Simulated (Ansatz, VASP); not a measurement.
**One calculation of AlN, two programs**

Contents of POSCAR:

```
AlN
1.0
    3.2898861073      0.0000000000      0.0000000000
   -1.6449430536      2.8491249445      0.0000000000
    0.0000000000      0.0000000000      4.1594577035
Al N
2 2
Direct
    0.6666666667      0.3333333333      0.2500000000
    0.3333333333      0.6666666667      0.7500000000
    0.6666666667      0.3333333333      0.7500000000
    0.3333333333      0.6666666667      0.2500000000
```

Contents of INCAR.step1:

```
  ALGO = Normal
  EDIFF = 1E-4
  ENCUT = 520
  GGA = PE
  ISMEAR = -1
  LASPH = T
  LCHARG = F
  LREAL = F
  LWAVE = T
  NBANDS = 16
  NELM = 100
  PREC = Accurate
  SIGMA = 0.05
```

Contents of INCAR.step2:

```
  ALGO = Normal
  EDIFF = 1E-6
  ENCUT = 520
  ISIF = 2
  ISMEAR = -1
  ISTART = 1
  LASPH = T
  LCHARG = F
  LMIXTAU = T
  LREAL = F
  LWAVE = F
  METAGGA = R2SCAN
  NBANDS = 16
  NELM = 100
  PREC = Accurate
  SIGMA = 0.05
```

The input KPOINTS:

```
k-points
0
Gamma
  9 9 7
```

Contents of input.yaml:

```yaml
crystal:
  lattice:
    - [3.2898861073, 0.0, 0.0]
    - [-1.6449430536, 2.8491249445, 0.0]
    - [0.0, 0.0, 4.1594577035]
  atoms:
    - { symbol: Al, position: [0.6666666667, 0.3333333333, 0.25] }
    - { symbol: Al, position: [0.3333333333, 0.6666666667, 0.75] }
    - { symbol: "N", position: [0.6666666667, 0.3333333333, 0.75] }
    - { symbol: "N", position: [0.3333333333, 0.6666666667, 0.25] }
hamiltonian:
  xc: r2scan
  pseudopotentials: { kind: paw }
kpoints:
  mp_grid: { grid: [9, 9, 7] }
scf:
  occupations: { method: fermi_dirac, width: 0.05 }
output:
  forces: true
  stress: true
  eigenvalues: true
```

Alike in both runs: task single point; functional r2SCAN; k mesh 9 × 9 × 7; occupations fermi-dirac, width 0.05 eV; no spin polarisation.

```csv
,VASP,Ansatz
version,VASP 6.6.1,Ansatz 0.2.0
potentials or method,"VASP PAW PBE potentials, release 64 (Al, N)",Ansatz PAW
plane-wave cutoff (eV),520,500
valence electrons in the cell,16,16
```

VASP gave:

| Property | Result |
| --- | --- |
| gap on the k mesh at the Fermi level (eV) | 4.02 |
| least direct gap on the mesh (eV) | 4.02 |
| pressure (GPa) | -1.3 |
| traceless stress, the component that is largest in VASP (GPa) | -0.97 |

**Question.** Which values does Ansatz return?

**Answer.** gap on the k mesh at the Fermi level (eV): 3.98; least direct gap on the mesh (eV): 3.98; pressure (GPa): -0.7; traceless stress, the component that is largest in VASP (GPa): -0.73.

VASP's potentials were made for PBE, not for r2SCAN. With one functional, cell and mesh, what is left measures potentials, basis and numerics.

Noted on Ansatz's run: odd divisions of the mesh miss points on the zone boundary, where band edges often lie, so the gap on the mesh can be too wide.
